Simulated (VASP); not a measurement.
# ZrS (Immm) in VASP: a series of runs, part 3 of 3

VASP 6.6.1. Earlier steps stand in the parts before.

### 5 Single point, PBEsol (strain +0.0175 x Voigt [0, 0, 0, 1, 0, 0])

INCAR

```
SYSTEM = ZrS
ALGO = Normal ; EDIFF = 1E-7
ENCUT = 520 ; GGA = PS
ISIF = 2 ; ISMEAR = 0
LASPH = .TRUE. ; LCHARG = .FALSE.
LREAL = .FALSE. ; LWAVE = .FALSE.
NBANDS = 16 ; NELM = 100
PREC = Accurate ; SIGMA = 0.15
```

KPOINTS

```
k-points
0
G
  20 20 20
  0 0 0
```

POSCAR

```
ZrS
1.0
    0.0000000000      2.6056772593      2.6056772593
    2.5830753500      0.0226019093      2.5830753500
    2.5830753500      2.5830753500      0.0226019093
Zr S
1 1
Direct
    0.0000000000      0.0000000000      0.0000000000
    0.5000000000      0.5000000000      0.5000000000
```

Potentials or basis: VASP PAW PBE potentials, release 64 (Zr_sv, S).

The run is started by

```
> cat potpaw_PBE.64/Zr_sv/POTCAR potpaw_PBE.64/S/POTCAR > POTCAR
> mpirun -np 1 vasp_std > vasp.out
```

OUTCAR:

```text
SYSTEM = ZrS
   EDIFF = 1E-7
   ENCUT = 520
   GGA = PS
   ISIF = 2
   ISMEAR = 0
   LASPH = .TRUE.
   LREAL = .FALSE.
   NELM = 100
   PREC = Accurate

 ion  position               nearest neighbor table
   1  0.000  0.000  0.000-   2 2.58   2 2.58   2 2.58   2 2.58   2 2.58   2 2.58
   2  0.500  0.500  0.500-   1 2.58   1 2.58   1 2.58   1 2.58   1 2.58   1 2.58

  LATTYP: Found a body centered orthorhombic cell.
 ALAT       =     3.6210562659
 B/A-ratio  =     1.0176544767
 C/A-ratio  =     1.4266971625

  Lattice vectors:

 A1 = (  -2.5830753500,   2.5830753500,   0.0226019093)
 A2 = (  -2.5830753500,  -2.5830753500,  -0.0226019093)
 A3 = (   2.5830753500,   0.0226019093,   2.5830753500)

Analysis of symmetry for initial positions (statically):
=====================================================================
 Subroutine PRICEL returns:
 Original cell was already a primitive cell.

 Routine SETGRP: Setting up the symmetry group for a
 body centered orthorhombic supercell.

 Subroutine GETGRP returns: Found  8 space group operations
 (whereof  8 operations were pure point group operations)
 out of a pool of  8 trial point group operations.

The static configuration has the point symmetry D_2h.

Analysis of symmetry for dynamics (positions and initial velocities):
=====================================================================
 Subroutine PRICEL returns:
 Original cell was already a primitive cell.

 Routine SETGRP: Setting up the symmetry group for a
 body centered orthorhombic supercell.

 Subroutine GETGRP returns: Found  8 space group operations
 (whereof  8 operations were pure point group operations)
 out of a pool of  8 trial point group operations.

The dynamic configuration has the point symmetry D_2h.

 Subroutine INISYM returns: Found  8 space group operations
 (whereof  8 operations are pure point group operations),
 and found     1 'primitive' translations

----------------------------------------------------------------------------------------

                                     Primitive cell

  volume of cell :      34.4674

  direct lattice vectors                    reciprocal lattice vectors
     0.000000000  2.605677259  2.605677259    -0.193567718  0.191888692  0.191888692
     2.583075350  0.022601909  2.583075350     0.193567718 -0.195276386  0.195276386
     2.583075350  2.583075350  0.022601909     0.193567718  0.195276386 -0.195276386

  length of vectors
     3.684984119  3.653090113  3.653090113     0.333333169  0.337245008  0.337245008

  position of ions in fractional coordinates (direct lattice)
     0.000000000  0.000000000  0.000000000
     0.500000000  0.500000000  0.500000000

  ion indices of the primitive-cell ions
   primitive index   ion index
                 1           1
                 2           2

----------------------------------------------------------------------------------------

 KPOINTS: k-points

Automatic generation of k-mesh.
 Grid dimensions read from file:
 generate k-points for:   20   20   20

 Generating k-lattice:

  Cartesian coordinates                     Fractional coordinates (reciprocal lattice)
    -0.009678386  0.009594435  0.009594435     0.050000000  0.000000000  0.000000000
     0.009678386 -0.009763819  0.009763819     0.000000000  0.050000000  0.000000000
     0.009678386  0.009763819 -0.009763819     0.000000000  0.000000000  0.050000000

  Length of vectors
     0.016666658  0.016862250  0.016862250

  Shift w.r.t. Gamma in fractional coordinates (k-lattice)
     0.000000000  0.000000000  0.000000000

 Subroutine IBZKPT returns following result:
 ===========================================

 Found   1166 irreducible k-points:

 Following reciprocal coordinates:
            Coordinates               Weight
  0.000000  0.000000  0.000000      1.000000
  0.050000  0.000000 -0.000000      4.000000
  0.100000  0.000000  0.000000      4.000000
  0.150000 -0.000000 -0.000000      4.000000
  0.200000  0.000000  0.000000      4.000000
  0.250000 -0.000000 -0.000000      4.000000
[... 16 lines left out ...]
 -0.450000  0.050000  0.000000      8.000000
 -0.400000  0.050000  0.000000      8.000000
 [... further k-points ...]
   k-points           NKPTS =   1166   k-points in BZ     NKDIM =   1166   number of bands    NBANDS=     16
   number of dos      NEDOS =    301   number of ions     NIONS =      2
   total plane-waves  NPLWV =  21952
   dimension x,y,z NGX =    28 NGY =   28 NGZ =   28
   dimension x,y,z NGXF=    56 NGYF=   56 NGZF=   56
   ions per type =               1   1
   NGX,Y,Z   is equivalent  to a cutoff of  12.63, 12.74, 12.74 a.u.
   NGXF,Y,Z  is equivalent  to a cutoff of  25.26, 25.48, 25.48 a.u.
 SYSTEM =  ZrS
   PREC   = accura    normal or accurate (medium, high low for compatibility)
   ISTART =      0    job   : 0-new  1-cont  2-samecut
   ICHARG =      2    charge: 1-file 2-atom 10-const
   ISPIN  =      1    spin polarized calculation?
   LNONCOLLINEAR =      F non collinear calculations
   LSORBIT =      F    spin-orbit coupling
   LASPH  =      T    aspherical Exc in radial PAW
   ENCUT  =  520.0 eV  38.22 Ry    6.18 a.u.   6.85  6.79  6.79*2*pi/ulx,y,z
   NELM   =    100;   NELMIN=  2; NELMDL= -5     # of ELM steps
   EDIFF  = 0.1E-06   stopping-criterion for ELM
   LREAL  =      F    real-space projection
   EDIFFG = 0.1E-05   stopping-criterion for IOM
   NSW    =      0    number of steps for IOM
   IBRION =     -1    ionic relax: 0-MD 1-quasi-New 2-CG
   NFREE  =      0    steps in history (QN), initial steepest desc. (CG)
   ISIF   =      2    stress and relaxation
   ISYM   =      2    0-nonsym 1-usesym 2-fastsym
   POTIM  = 0.5000    time-step for ionic-motion
   TEBEG  =    0.0;   TEEND  =   0.0 temperature during run
   PSTRESS=    0.0 pullay stress
   NELECT =      18.0000    total number of electrons
   NUPDOWN=      -1.0000    fix difference up-down
   EMIN   =  10.00;   EMAX   =-10.00  energy-range for DOS
   EFERMI =   0.00;   METHOD = LEGACY
   ISMEAR =     0;   SIGMA  =   0.15  broadening in eV -4-tet -1-fermi 0-gaus
   EFERMI_NEDOS =   21; number of points for ismear=-14 and -15
   IALGO  =     38    algorithm
   IMIX   =      4    mixing-type and parameters
     AMIX     =   0.40;   BMIX     =  1.00
     AMIX_MAG =   1.60;   BMIX_MAG =  1.00
  volume/ion in A,a.u.               =      17.23       116.30
  Fermi-wavevector in a.u.,A,eV,Ry     =   1.318347  2.491314 23.647447  1.738038
  Thomas-Fermi vector in A             =   2.448323
   LORBIT       =      0    0 simple, 1 ext, 2 COOP (PROOUT), +10 PAW based schemes
   GGA     = PS    functional components
   LHFCALC =     F    Hartree Fock is set to
   AEXX    =    0.0000 exact exchange contribution
   IVDW    =     0    specifies the selected vdW correction
   LEPSILON=     F    determine dielectric tensor
   LRPA    =     F    only Hartree local field effects (RPA)
 non-spin polarized calculation
 Gauss-broadening in eV      SIGMA  =   0.15
  energy-cutoff  :      520.00
  volume of cell :       34.47
 maximum number of plane-waves:       948
   NGX = 13   NGY = 13   NGZ = 13

 number of electron      17.9999999 magnetization

 Free energy of the ion-electron system (eV)
  ---------------------------------------------------
  ext. energy  EPLUGINS =         0.00000000
  ---------------------------------------------------
  free energy    TOTEN  =       -16.51831134 eV

  energy without entropy =      -16.50477885  energy(sigma->0) =      -16.51154510

 E-fermi :  11.2014     XC(G=0): -11.6947

 val. band max:       11.2012162828   @ k =  -0.2500   0.2500   0.0500
 cond. band min:      11.2044252133   @ k =   0.2500  -0.2500   0.0500
 fundamental gap:      0.0032089306
 Fermi energy:        11.2014028807

 k-point     1 :       0.0000    0.0000    0.0000
  band No.  band energies     occupation
      1     -38.5667      2.00000
      2     -16.5779      2.00000
      3     -16.5659      2.00000
      4     -16.5536      2.00000
      5      -4.8296      2.00000
      6       7.6413      2.00000
[... 8 lines left out ...]
     15      18.3478      0.00000
     16      24.0052      0.00000
[... 419 lines left out ...]
 k-point    24 :      -0.4000    0.0500    0.0000
  band No.  band energies     occupation
      1     -38.5358      2.00000
      2     -16.9654      2.00000
      3     -16.6044      2.00000
      4     -16.5932      2.00000
      5      -3.2562      2.00000
      6       3.2207      2.00000
[... 8 lines left out ...]
     15      17.9903      0.00000
     16      18.2431      0.00000

 [... further k-points ...]

------------------------ aborting loop because EDIFF is reached ----------------------------------------

  FORCE on cell =-STRESS in cart. coord.  units (eV):
  Direction    XX          YY          ZZ          XY          YZ          ZX
  --------------------------------------------------------------------------------------
  -------------------------------------------------------------------------------------
  Total        0.0443994      0.0456120      0.0456120      0.0000000     -0.1109498      0.0000000
  in kB        2.0638582      2.1202262      2.1202262      0.0000000     -5.1573794      0.0000000
  external PRESSURE =       2.1014369 kB  Pullay stress =       0.0000000 kB

 VOLUME and BASIS-vectors are now :
 -----------------------------------------------------------------------------
  energy-cutoff  :      520.00
  volume of cell :       34.47
      direct lattice vectors                 reciprocal lattice vectors
     0.000000000  2.605677259  2.605677259    -0.193567718  0.191888692  0.191888692
     2.583075350  0.022601909  2.583075350     0.193567718 -0.195276386  0.195276386
     2.583075350  2.583075350  0.022601909     0.193567718  0.195276386 -0.195276386

 POSITION                                       TOTAL-FORCE (eV/Angst)
 -----------------------------------------------------------------------------------
      0.00000      0.00000      0.00000        -0.000000     -0.000000     -0.000000
      2.58308      2.60568      2.60568         0.000000      0.000000      0.000000
 -----------------------------------------------------------------------------------
    total drift:                                0.000000      0.000000      0.000000

  FREE ENERGIE OF THE ION-ELECTRON SYSTEM (eV)
  ---------------------------------------------------
  free  energy   TOTEN  =       -16.5183113431 eV

  energy  without entropy=      -16.5047788493  energy(sigma->0) =      -16.51154510
```

OSZICAR:

```text
N       E                     dE             d eps       ncg     rms          rms(c)
DAV:   1     0.121688292223E+03    0.12169E+03   -0.96326E+03 37328   0.110E+03
DAV:   2    -0.122117106867E+02   -0.13390E+03   -0.12910E+03 49000   0.283E+02
DAV:   3    -0.173209180028E+02   -0.51092E+01   -0.50728E+01 58320   0.489E+01
DAV:   4    -0.174076338134E+02   -0.86716E-01   -0.86684E-01 47568   0.578E+00
DAV:   5    -0.174092065234E+02   -0.15727E-02   -0.15727E-02 54928   0.621E-01    0.171E+01
DAV:   6    -0.165594723875E+02    0.84973E+00   -0.18029E+00 47368   0.953E+00    0.782E+00
DAV:   7    -0.165239920485E+02    0.35480E-01   -0.19301E-01 54600   0.288E+00    0.302E+00
DAV:   8    -0.165189330465E+02    0.50590E-02   -0.28173E-02 44136   0.111E+00    0.416E-01
DAV:   9    -0.165184385615E+02    0.49448E-03   -0.42341E-03 45016   0.390E-01    0.179E-01
DAV:  10    -0.165183316685E+02    0.10689E-03   -0.49831E-04 46920   0.215E-01    0.586E-02
DAV:  11    -0.165183116555E+02    0.20013E-04   -0.67740E-05 48544   0.517E-02    0.332E-02
DAV:  12    -0.165183112474E+02    0.40809E-06   -0.32871E-06 50952   0.120E-02    0.294E-03
DAV:  13    -0.165183113727E+02   -0.12528E-06   -0.62200E-07 51728   0.636E-03    0.484E-03
DAV:  14    -0.165183113431E+02    0.29620E-07   -0.59924E-08 23904   0.227E-03
   1 F= -.16518311E+02 E0= -.16511545E+02  d E =-.135325E-01
```

Wall time 12 min (1 thread of Intel Xeon Platinum 8259CL at 2.50GHz (Skylake/Cascade Lake), shared host); peak memory 0.68 GiB.

Results:

```
Free energy            : -16.5183 eV
Pressure               : 0.2 GPa
Band gap on the k mesh : zero (band 9 reaches 12.76 eV, above the bottom of band 10 at 9.74 eV)
```

Stress tensor (GPa, compression positive):
```
 0.21  0.00  0.00
 0.00  0.21 -0.52
 0.00 -0.52  0.21
```

Levels at points of the mesh, in eV from the Fermi level:
```csv
k point,band 5,band 6,band 7,band 8,band 9,band 10,band 11,band 12,band 13,band 14
"(0.00, 0.00, 0.00)",-16.03,-3.56,-3.51,-3.46,-1.56,-1.46,-1.36,-0.73,-0.73,2.22
"(0.50, 0.00, 0.00)",-14.30,-8.26,-6.15,-6.06,1.47,1.63,1.94,1.96,5.89,5.99
"(0.00, 0.50, 0.00)",-14.27,-8.26,-6.23,-6.14,1.56,1.65,1.90,2.02,5.84,6.00
"(0.50, 0.50, 0.00)",-15.14,-6.32,-4.47,-4.47,-3.68,0.54,2.52,2.56,3.06,3.67
"(0.00, 0.50, 0.50)",-15.14,-6.32,-4.55,-4.40,-3.68,0.54,2.56,2.56,3.02,3.67
```

Caveat: the cell differs from its parent crystal (strain +0.0175 x Voigt [0, 0, 0, 1, 0, 0]); the PAW data sets were made with another functional, which shifts forces and pressure a little.

### 6 Single point, PBEsol (strain +0.0075 x Voigt [0, 0, 0, 1, 0, 0])

INCAR

```
SYSTEM = ZrS
PREC = Accurate
ENCUT = 520
EDIFF = 1E-6
ISMEAR = 0
SIGMA = 0.15
LREAL = .FALSE.
LASPH = .TRUE.
NELM = 80
ALGO = Normal
ISIF = 2
LWAVE = .FALSE.
LCHARG = .FALSE.
GGA = PS
NBANDS = 16
```

KPOINTS

```
Automatic mesh
0
G
  20 20 20
  0 0 0
```

POSCAR

```
ZrS
1.0
    0.0000000000      2.5927618826      2.5927618826
    2.5830753500      0.0096865326      2.5830753500
    2.5830753500      2.5830753500      0.0096865326
Zr S
1 1
Direct
    0.0000000000      0.0000000000      0.0000000000
    0.5000000000      0.5000000000      0.5000000000
```

Potentials or basis: VASP PAW PBE potentials, release 64 (Zr_sv, S).

The run is started by

```
> cat potpaw_PBE.64/Zr_sv/POTCAR potpaw_PBE.64/S/POTCAR > POTCAR
> mpirun -np 1 vasp_std > vasp.out
```

OUTCAR:

```text
SYSTEM = ZrS
   PREC = Accurate
   ENCUT = 520
   EDIFF = 1E-6
   ISMEAR = 0
   LREAL = .FALSE.
   LASPH = .TRUE.
   NELM = 80
   ISIF = 2
   GGA = PS

 ion  position               nearest neighbor table
   1  0.000  0.000  0.000-   2 2.58   2 2.58   2 2.58   2 2.58   2 2.58   2 2.58
   2  0.500  0.500  0.500-   1 2.58   1 2.58   1 2.58   1 2.58   1 2.58   1 2.58

  LATTYP: Found a body centered orthorhombic cell.
 ALAT       =     3.6393213668
 B/A-ratio  =     1.0075282309
 C/A-ratio  =     1.4195368255

  Lattice vectors:

 A1 = (  -2.5830753500,   2.5830753500,   0.0096865326)
[... 628 lines left out ...]
      6       3.2235      2.00000
[... 8 lines left out ...]
     15      18.0189      0.00000
     16      18.2201      0.00000

 [... further k-points ...]
[... 5 lines left out ...]
  --------------------------------------------------------------------------------------
  -------------------------------------------------------------------------------------
  Total        0.0466041      0.0468460      0.0468460      0.0000000     -0.0478235      0.0000000
  in kB        2.1662052      2.1774496      2.1774496      0.0000000     -2.2228824      0.0000000
  external PRESSURE =       2.1737015 kB  Pullay stress =       0.0000000 kB

 VOLUME and BASIS-vectors are now :
 -----------------------------------------------------------------------------
  energy-cutoff  :      520.00
  volume of cell :       34.47
      direct lattice vectors                 reciprocal lattice vectors
     0.000000000  2.592761883  2.592761883    -0.193567718  0.192844551  0.192844551
     2.583075350  0.009686533  2.583075350     0.193567718 -0.194296329  0.194296329
     2.583075350  2.583075350  0.009686533     0.193567718  0.194296329 -0.194296329

 POSITION                                       TOTAL-FORCE (eV/Angst)
 -----------------------------------------------------------------------------------
      0.00000      0.00000      0.00000        -0.000000     -0.000000      0.000000
      2.58308      2.59276      2.59276         0.000000      0.000000     -0.000000
 -----------------------------------------------------------------------------------
    total drift:                                0.000000      0.000000      0.000000

  FREE ENERGIE OF THE ION-ELECTRON SYSTEM (eV)
  ---------------------------------------------------
  free  energy   TOTEN  =       -16.5191042094 eV

  energy  without entropy=      -16.5056728007  energy(sigma->0) =      -16.51238851
```

Run time: 7.3 min. Hardware: 1 thread of Intel Xeon Platinum 8259CL at 2.50GHz (Skylake/Cascade Lake), shared host; peak memory 0.68 GiB.

What came out:

| Item | Value |
| --- | --- |
| Free energy | -16.5191 eV |
| Pressure | 0.2 GPa |
| Band gap on the k mesh | zero (band 9 reaches 12.78 eV, above the bottom of band 10 at 9.74 eV) |

Caveat: the cell differs from its parent crystal (strain +0.0075 x Voigt [0, 0, 0, 1, 0, 0]); the PAW data sets were made with another functional, which shifts forces and pressure a little.

### 7 The runs side by side

| cell | gap on the mesh (eV) | pressure (GPa) |
| --- | --- | --- |
| a = 3.658, b = 3.653, c = 3.653 Å, angles 59.9°, 2 atoms | none | 0.2 |
| a = 3.616, b = 3.653, c = 3.653 Å, angles 60.7, 60.3, 60.3°, 2 atoms | none | 0.2 |
| a = 3.680, b = 3.653, c = 3.653 Å, angles 59.5, 59.8, 59.8°, 2 atoms | none | 0.2 |
| a = 3.685, b = 3.653, c = 3.653 Å, angles 59.4, 59.7, 59.7°, 2 atoms | none | 0.2 |
| a = 3.667, b = 3.653, c = 3.653 Å, angles 59.8, 59.9, 59.9°, 2 atoms | none | 0.2 |

Alike in all rows: task single point; level PBEsol; potentials or basis VASP PAW PBE potentials, release 64 (Zr_sv, S); no spin polarisation; k mesh 20 × 20 × 20; cutoff (eV) 520; smearing gaussian 0.15 eV.

Caveats: the PAW data sets were made with another functional, which shifts forces and pressure a little.

Total energies depend on the potentials used, so only differences within one code and one set of settings carry meaning.
